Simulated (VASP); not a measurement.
Crystal: Al3Si2N3.

```xyz
8
Lattice="3.3000 0.0000 0.0000 -1.6500 2.8579 0.0000 0.0000 0.0000 10.9400" Properties=species:S:1:pos:R:3 pbc="T T T"
Al    0.0000    1.9053    5.4700
Al    0.0000    1.9053    0.0000
Al    1.6500    0.9526    8.2050
Si    0.0000    1.9053    2.0513
Si    1.6500    0.9526    2.7350
N     1.6500    0.9526    4.7862
N     1.6500    0.9526   10.2562
N     0.0000    1.9053    7.5212
```

| Item | Value |
| --- | --- |
| Program | VASP 6.6.1 |
| Task | relaxation of cell and atoms |
| Functional | PBE |
| Potentials or basis | VASP PAW PBE potentials, release 64 (Al, Si, N) |
| Cutoff | 600 eV |
| k mesh | 6 × 6 × 2 |
| Occupations | gaussian, width 0.2 eV |
| Spin | no spin polarisation |

At the start: pressure 8.1 GPa; volume 12.90 Å³/atom.

Task: Where does the relaxation end?

Result: Over 19 steps the energy falls by 415.6 meV/atom and the volume is 12.56 Å³/atom (-2.6 %); space group P3m1 (No. 156, to 0.1 Å) before and after.

The path:
| step | energy change (eV) | largest force (eV/Å) | pressure (GPa) | volume (Å³) |
| --- | --- | --- | --- | --- |
| 1 | 0.0000 | 7.8148 | 8.08 | 103.18 |
| 2 | -2.0040 | 3.0620 | -9.29 | 113.19 |
| 3 | -2.1198 | 2.3297 | -7.21 | 110.97 |
| 4 | -2.8081 | 2.8471 | -0.63 | 103.55 |
| 5 | -2.8205 | 3.0314 | 0.64 | 102.48 |
| 6 | -3.1274 | 1.6281 | 3.98 | 98.86 |
| 7 | -3.1374 | 1.5380 | 3.20 | 99.44 |
| 8 | -3.2660 | 0.5488 | -0.05 | 101.28 |
| 9 | -3.2710 | 0.6614 | -0.71 | 101.73 |
| 10 | -3.2955 | 0.2943 | -0.25 | 101.46 |
| 11 | -3.2968 | 0.2733 | -0.09 | 101.38 |
| 12 | -3.3071 | 0.1822 | -0.01 | 101.18 |
| 13 | -3.3081 | 0.2629 | 0.03 | 101.10 |
| 14 | -3.3186 | 0.2871 | -0.28 | 100.98 |
| 15 | -3.3207 | 0.2573 | -0.45 | 100.87 |
| 16 | -3.3211 | 0.2481 | -0.40 | 100.91 |
| 17 | -3.3237 | 0.2198 | 0.06 | 100.44 |
| 18 | -3.3241 | 0.1521 | -0.06 | 100.57 |
| 19 | -3.3250 | 0.0768 | 0.06 | 100.46 |

Final structure:
```
CELL_PARAMETERS angstrom
3.22093 0.00000 0.00000
-1.61047 2.78941 0.00000
0.00000 0.00000 11.18178
ATOMIC_POSITIONS crystal
Al 0.33333 0.66667 0.51423
Al 0.33333 0.66667 0.96066
Al 0.66667 0.33333 0.73718
Si 0.33333 0.66667 0.18456
Si 0.66667 0.33333 0.29914
N 0.66667 0.33333 0.46371
N 0.66667 0.33333 0.90707
N 0.33333 0.66667 0.68346
```

Caveat: the k points lie up to 0.38 Å⁻¹ apart in the final cell, too coarse for converged energies and pressures of a metal; the relaxation stopped at a loose force limit of 0.08 eV/Å, so its end isn't a converged minimum.
